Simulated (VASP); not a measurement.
# HgGe2Ru2 (I4/mmm) in VASP: further runs

Runs on HgGe2Ru2. Level: PBE. Tasks: single point, relaxation of cell and atoms.

All numbers are computed with VASP 6.6.1; they aren't measurements. Logs are shortened: lines on timing, memory, paths and dates and some standing lists are left out, and cuts for length are marked.

**1. The cell of the first run**

The structure is tetragonal, space group I4/mmm (No. 139). Conventional cell: a = 3.737 Å, b = 3.737 Å, c = 12.120 Å, α = 90.00°, β = 90.00°, γ = 90.00°. Ge (site symmetry -4m2) has 4 Ru at 2.51 Å and 4 Ge at 2.64 Å within 3.3 Å. Hg (site symmetry 4/mmm) has 8 Ru at 2.97 Å and 8 Ge at 3.56 Å and 4 Hg at 3.74 Å within 3.9 Å. Within 3.3 Å of Ru (site symmetry 4mm) lie 4 Ge at 2.51 Å and 1 Ru at 2.71 Å and 4 Hg at 2.97 Å.

**2. Single point, PBE**

INCAR reads:

```
SYSTEM = HgGe2Ru2
PREC     = Accurate       ! precision mode
ENCUT    = 520            ! plane-wave cutoff, eV
EDIFF    = 1E-7           ! SCF threshold, eV
ISMEAR   = 0              ! smearing method
SIGMA    = 0.1            ! smearing width, eV
LREAL    = .False.        ! projectors in reciprocal space
LASPH    = .True.         ! aspherical terms in the spheres
NELM     = 60             ! most SCF steps
ALGO     = Fast           ! electronic algorithm
ISIF     = 2              ! what is computed and relaxed
LWAVE    = .False.        ! write WAVECAR
LCHARG   = .True.         ! write CHGCAR
GGA      = PE             ! functional
LELF     = .True.         ! ELF
LVHAR    = .True.       
NBANDS   = 42             ! bands
```

KPOINTS reads:

```
Automatic mesh
0
Gamma
  6 6 6
  0 0 0
```

POSCAR reads:

```
HgGe2Ru2
1.0
   -1.8685244950      1.8685244950      6.0597885036
    1.8685244950     -1.8685244950      6.0597885036
    1.8685244950      1.8685244950     -6.0597885036
Ge Hg Ru
2 1 2
Direct
    0.2500000000      0.7500000000      0.5000000000
    0.7500000000      0.2500000000      0.5000000000
    0.0000000000      0.0000000000      0.0000000000
    0.6118508286      0.6118508286      0.0000000000
    0.3881491714      0.3881491714      0.0000000000
```

Potentials or basis: VASP PAW PBE potentials, release 64 (Ge_d, Hg, Ru_pv).

On the command line:

```
> cat potpaw_PBE.64/Ge_d/POTCAR potpaw_PBE.64/Hg/POTCAR potpaw_PBE.64/Ru_pv/POTCAR > POTCAR
> mpirun -np 1 vasp_std > vasp.out
```

OUTCAR:

```text
SYSTEM = HgGe2Ru2
   PREC = Accurate
   ENCUT = 520
   EDIFF = 1E-7
   ISMEAR = 0
   LREAL = .False.
   LASPH = .True.
   NELM = 60
   ISIF = 2
   GGA = PE

 ion  position               nearest neighbor table
   1  0.250  0.750  0.500-   5 2.51   4 2.51   5 2.51   4 2.51   2 2.64   2 2.64   2 2.64   2 2.64

   2  0.750  0.250  0.500-   5 2.51   4 2.51   5 2.51   4 2.51   1 2.64   1 2.64   1 2.64   1 2.64

   3  0.000  0.000  0.000-   4 2.97   4 2.97   4 2.97   5 2.97   4 2.97   5 2.97   5 2.97   5 2.97

   4  0.612  0.612  0.000-   1 2.51   2 2.51   1 2.51   2 2.51   5 2.71   3 2.97   3 2.97   3 2.97
                             3 2.97
   5  0.388  0.388  0.000-   1 2.51   2 2.51   1 2.51   2 2.51   4 2.71   3 2.97   3 2.97   3 2.97
                             3 2.97

  LATTYP: Found a body centered tetragonal cell.
 ALAT       =     3.7370489900
 C/A-ratio  =     3.2430875377

  Lattice vectors:

 A1 = (  -1.8685244950,   1.8685244950,   6.0597885036)
 A2 = (   1.8685244950,  -1.8685244950,   6.0597885036)
 A3 = (   1.8685244950,   1.8685244950,  -6.0597885036)

Analysis of symmetry for initial positions (statically):
=====================================================================
 Subroutine PRICEL returns:
 Original cell was already a primitive cell.

 Routine SETGRP: Setting up the symmetry group for a
 body centered tetragonal supercell.

 Subroutine GETGRP returns: Found 16 space group operations
 (whereof 16 operations were pure point group operations)
 out of a pool of 16 trial point group operations.

The static configuration has the point symmetry D_4h.

Analysis of symmetry for dynamics (positions and initial velocities):
=====================================================================
 Subroutine PRICEL returns:
 Original cell was already a primitive cell.

 Routine SETGRP: Setting up the symmetry group for a
 body centered tetragonal supercell.

 Subroutine GETGRP returns: Found 16 space group operations
 (whereof 16 operations were pure point group operations)
 out of a pool of 16 trial point group operations.

The dynamic configuration has the point symmetry D_4h.

 Subroutine INISYM returns: Found 16 space group operations
 (whereof 16 operations are pure point group operations),
 and found     1 'primitive' translations

----------------------------------------------------------------------------------------

                                     Primitive cell

  volume of cell :      84.6282

  direct lattice vectors                    reciprocal lattice vectors
    -1.868524495  1.868524495  6.059788504     0.000000000  0.267590819  0.082511130
     1.868524495 -1.868524495  6.059788504     0.267590819  0.000000000  0.082511130
     1.868524495  1.868524495 -6.059788504     0.267590819  0.267590819  0.000000000

  length of vectors
     6.610885288  6.610885288  6.610885288     0.280023094  0.280023094  0.378430565

  position of ions in fractional coordinates (direct lattice)
     0.250000000  0.750000000  0.500000000
     0.750000000  0.250000000  0.500000000
     0.000000000  0.000000000  0.000000000
     0.611850829  0.611850829  0.000000000
     0.388149171  0.388149171  0.000000000

  ion indices of the primitive-cell ions
   primitive index   ion index
                 1           1
                 2           2
                 3           3
                 4           4
                 5           5

----------------------------------------------------------------------------------------

 KPOINTS: Automatic mesh

Automatic generation of k-mesh.
 Grid dimensions read from file:
 generate k-points for:    6    6    6

 Generating k-lattice:

  Cartesian coordinates                     Fractional coordinates (reciprocal lattice)
     0.000000000  0.044598470  0.013751855     0.166666667  0.000000000  0.000000000
     0.044598470  0.000000000  0.013751855     0.000000000  0.166666667  0.000000000
     0.044598470  0.044598470  0.000000000     0.000000000  0.000000000  0.166666667

  Length of vectors
     0.046670516  0.046670516  0.063071761

  Shift w.r.t. Gamma in fractional coordinates (k-lattice)
     0.000000000  0.000000000  0.000000000

 Subroutine IBZKPT returns following result:
 ===========================================

 Found     30 irreducible k-points:

 Following reciprocal coordinates:
            Coordinates               Weight
  0.000000  0.000000  0.000000      1.000000
  0.166667  0.000000  0.000000      8.000000
  0.333333  0.000000  0.000000      8.000000
  0.500000  0.000000  0.000000      4.000000
  0.166667  0.166667  0.000000      8.000000
  0.333333  0.166667  0.000000     16.000000
[... 16 lines left out ...]
 -0.333333 -0.333333  0.166667      8.000000
 -0.166667 -0.333333  0.166667      8.000000
 [... further k-points ...]
   k-points           NKPTS =     30   k-points in BZ     NKDIM =     30   number of bands    NBANDS=     42
   number of dos      NEDOS =    301   number of ions     NIONS =      5
   total plane-waves  NPLWV = 125000
   dimension x,y,z NGX =    50 NGY =   50 NGZ =   50
   dimension x,y,z NGXF=   100 NGYF=  100 NGZF=  100
   ions per type =               2   1   2
   NGX,Y,Z   is equivalent  to a cutoff of  12.57, 12.57, 12.57 a.u.
   NGXF,Y,Z  is equivalent  to a cutoff of  25.15, 25.15, 25.15 a.u.
 SYSTEM =  HgGe2Ru2
   PREC   = accura    normal or accurate (medium, high low for compatibility)
   ISTART =      0    job   : 0-new  1-cont  2-samecut
   ICHARG =      2    charge: 1-file 2-atom 10-const
   ISPIN  =      1    spin polarized calculation?
   LNONCOLLINEAR =      F non collinear calculations
   LSORBIT =      F    spin-orbit coupling
   LASPH  =      T    aspherical Exc in radial PAW
   ENCUT  =  520.0 eV  38.22 Ry    6.18 a.u.  12.29 12.29 12.29*2*pi/ulx,y,z
   NELM   =     60;   NELMIN=  2; NELMDL= -5     # of ELM steps
   EDIFF  = 0.1E-06   stopping-criterion for ELM
   LREAL  =      F    real-space projection
   EDIFFG = 0.1E-05   stopping-criterion for IOM
   NSW    =      0    number of steps for IOM
   IBRION =     -1    ionic relax: 0-MD 1-quasi-New 2-CG
   NFREE  =      0    steps in history (QN), initial steepest desc. (CG)
   ISIF   =      2    stress and relaxation
   ISYM   =      2    0-nonsym 1-usesym 2-fastsym
   POTIM  = 0.5000    time-step for ionic-motion
   TEBEG  =    0.0;   TEEND  =   0.0 temperature during run
   PSTRESS=    0.0 pullay stress
   NELECT =      68.0000    total number of electrons
   NUPDOWN=      -1.0000    fix difference up-down
   EMIN   =  10.00;   EMAX   =-10.00  energy-range for DOS
   EFERMI =   0.00;   METHOD = LEGACY
   ISMEAR =     0;   SIGMA  =   0.10  broadening in eV -4-tet -1-fermi 0-gaus
   EFERMI_NEDOS =   21; number of points for ismear=-14 and -15
   IALGO  =     68    algorithm
   IMIX   =      4    mixing-type and parameters
     AMIX     =   0.40;   BMIX     =  1.00
     AMIX_MAG =   1.60;   BMIX_MAG =  1.00
  volume/ion in A,a.u.               =      16.93       114.22
  Fermi-wavevector in a.u.,A,eV,Ry     =   1.521970  2.876106 31.516440  2.316393
  Thomas-Fermi vector in A             =   2.630613
   LORBIT       =      0    0 simple, 1 ext, 2 COOP (PROOUT), +10 PAW based schemes
   GGA     = PE    functional components
   LHFCALC =     F    Hartree Fock is set to
   AEXX    =    0.0000 exact exchange contribution
   IVDW    =     0    specifies the selected vdW correction
   LEPSILON=     F    determine dielectric tensor
   LRPA    =     F    only Hartree local field effects (RPA)
 non-spin polarized calculation
 RMM-DIIS sequential band-by-band and
 Gauss-broadening in eV      SIGMA  =   0.10
  energy-cutoff  :      520.00
  volume of cell :       84.63
 maximum number of plane-waves:      2298
 NGX is ok and might be reduce to    50
   NGX = 25   NGY = 25   NGZ = 25

 number of electron      68.0000005 magnetization

 Free energy of the ion-electron system (eV)
  ---------------------------------------------------
  ext. energy  EPLUGINS =         0.00000000
  ---------------------------------------------------
  free energy    TOTEN  =       -27.26779330 eV

  energy without entropy =      -27.25317264  energy(sigma->0) =      -27.26048297

 E-fermi :   7.6292     XC(G=0): -12.2655

 val. band max:        7.6181993774   @ k =  -0.3333   0.3333   0.1667
 cond. band min:       7.6566012378   @ k =  -0.1667   0.3333   0.1667
 fundamental gap:      0.0384018604
 Fermi energy:         7.6292045232

 k-point     1 :       0.0000    0.0000    0.0000
  band No.  band energies     occupation
      1     -34.7665      2.00000
      2     -34.5105      2.00000
      3     -34.4147      2.00000
      4     -34.4147      2.00000
      5     -34.3893      2.00000
      6     -34.3893      2.00000
[... 34 lines left out ...]
     41      14.6904      0.00000
     42      14.9045      0.00000

 k-point     2 :       0.1667    0.0000    0.0000
  band No.  band energies     occupation
      1     -34.7653      2.00000
      2     -34.5109      2.00000
      3     -34.4191      2.00000
      4     -34.4146      2.00000
      5     -34.3931      2.00000
      6     -34.3889      2.00000
[... 34 lines left out ...]
     41      14.5095      0.00000
     42      14.5375      0.00000

 k-point     3 :       0.3333    0.0000    0.0000
  band No.  band energies     occupation
      1     -34.7630      2.00000
      2     -34.5116      2.00000
      3     -34.4278      2.00000
      4     -34.4144      2.00000
      5     -34.4006      2.00000
      6     -34.3881      2.00000
[... 34 lines left out ...]
     41      12.8914      0.00000
     42      14.6716      0.00000

 k-point     4 :       0.5000    0.0000    0.0000
  band No.  band energies     occupation
      1     -34.7618      2.00000
      2     -34.5120      2.00000
      3     -34.4321      2.00000
      4     -34.4143      2.00000
      5     -34.4044      2.00000
      6     -34.3878      2.00000
[... 844 lines left out ...]
     41      12.8553      0.00000
     42      14.0742      0.00000

 k-point    23 :      -0.3333   -0.3333    0.1667
  band No.  band energies     occupation
      1     -34.7619      2.00000
      2     -34.5136      2.00000
      3     -34.4192      2.00000
      4     -34.4191      2.00000
      5     -34.3926      2.00000
      6     -34.3924      2.00000
[... 34 lines left out ...]
     41      12.7994      0.00000
     42      14.8315      0.00000

 k-point    24 :      -0.1667   -0.3333    0.1667
  band No.  band energies     occupation
      1     -34.7634      2.00000
      2     -34.5129      2.00000
      3     -34.4193      2.00000
      4     -34.4148      2.00000
      5     -34.3929      2.00000
      6     -34.3887      2.00000
[... 34 lines left out ...]
     41      14.3141      0.00000
     42      14.6326      0.00000

 [... further k-points ...]
[... 5 lines left out ...]
  --------------------------------------------------------------------------------------
  -------------------------------------------------------------------------------------
  Total        0.1688843      0.1688843      0.2592899      0.0000000      0.0000000      0.0000000
  in kB        3.1973103      3.1973103      4.9088654      0.0000000      0.0000000      0.0000000
  external PRESSURE =       3.7678287 kB  Pullay stress =       0.0000000 kB

 VOLUME and BASIS-vectors are now :
 -----------------------------------------------------------------------------
  energy-cutoff  :      520.00
  volume of cell :       84.63
      direct lattice vectors                 reciprocal lattice vectors
    -1.868524495  1.868524495  6.059788504     0.000000000  0.267590819  0.082511130
     1.868524495 -1.868524495  6.059788504     0.267590819  0.000000000  0.082511130
     1.868524495  1.868524495 -6.059788504     0.267590819  0.267590819  0.000000000

 POSITION                                       TOTAL-FORCE (eV/Angst)
 -----------------------------------------------------------------------------------
      1.86852      0.00000      3.02989        -0.000000     -0.000000     -0.000000
      0.00000      1.86852      3.02989        -0.000000     -0.000000     -0.000000
      0.00000      0.00000      0.00000        -0.000000     -0.000000      0.000000
      0.00000      0.00000      7.41537        -0.000000     -0.000000      0.018433
      0.00000      0.00000      4.70420         0.000000      0.000000     -0.018433
 -----------------------------------------------------------------------------------
    total drift:                               -0.000000     -0.000000     -0.000000

  FREE ENERGIE OF THE ION-ELECTRON SYSTEM (eV)
  ---------------------------------------------------
  free  energy   TOTEN  =       -27.2677933006 eV

  energy  without entropy=      -27.2531726421  energy(sigma->0) =      -27.26048297
```

It took 6.4 min on 1 thread of Intel Xeon 6975P-C, shared host; peak memory 0.41 GiB.

What came out:

| Property | Result |
| --- | --- |
| Free energy | -27.2678 eV |
| Pressure | 0.4 GPa |
| Largest force | 0.018 eV/Å |
| Band gap on the k mesh | zero (band 34 reaches 7.69 eV, above the bottom of band 35 at 7.54 eV) |

Forces on the atoms (eV/Å):
```
Ge   0.000  0.000  0.000
Ge   0.000  0.000  0.000
Hg   0.000  0.000  0.000
Ru   0.000  0.000  0.018
Ru   0.000  0.000 -0.018
```

Caveat: the k points lie up to 0.40 Å⁻¹ apart; spin-orbit coupling is left out, which moves the levels of the heavy elements.

(Part 1 of 2 ends here.)
